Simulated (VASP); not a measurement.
Be3Te4:

```
CELL_PARAMETERS angstrom
5.05963 0.00000 0.00000
0.00000 5.05963 0.00000
0.00000 0.00000 5.05963
ATOMIC_POSITIONS crystal
Be 0.50000 0.50000 0.00000
Be 0.00000 0.50000 0.50000
Be 0.50000 0.00000 0.50000
Te 0.50000 0.50000 0.50000
Te 0.50000 0.00000 0.00000
Te 0.00000 0.50000 0.00000
Te 0.00000 0.00000 0.50000
```

The cell was built from a structure type or drawn by symmetry, and may not be a known phase.

| Property | Result |
| --- | --- |
| Program | VASP 6.6.1 |
| Task | relaxation of cell and atoms |
| Functional | PBE |
| Potentials or basis | VASP PAW PBE potentials, release 64 (Be, Te) |
| Cutoff | 600 eV |
| k mesh | 3 × 3 × 3 |
| Occupations | gaussian, width 0.2 eV |
| Spin | no spin polarisation |

At the start: pressure 9.2 GPa; volume 18.50 Å³/atom.

Task: How do energy, volume and symmetry change on relaxing?

Result: Over 3 steps the energy falls by 59.2 meV/atom and the volume is 20.76 Å³/atom (+12.2 %); space group Pm-3m (No. 221, to 0.1 Å) before and after.

Step by step:
```csv
step,energy change (eV),largest force (eV/Å),pressure (GPa),volume (Å³)
1,0.0000,0.0000,9.25,129.53
2,-0.3806,0.0000,-2.02,150.59
3,-0.4142,0.0000,0.04,145.33
```

Final structure:
```
Be Te
1.0
     5.25757    0.00000    0.00000
     0.00000    5.25757    0.00000
     0.00000    0.00000    5.25757
Be Te
3 4
Direct
  0.50000 0.50000 0.00000
  0.00000 0.50000 0.50000
  0.50000 0.00000 0.50000
  0.50000 0.50000 0.50000
  0.50000 0.00000 0.00000
  0.00000 0.50000 0.00000
  0.00000 0.00000 0.50000
```

Caveat: the k points lie up to 0.40 Å⁻¹ apart in the final cell, too coarse for converged energies and pressures of a metal.
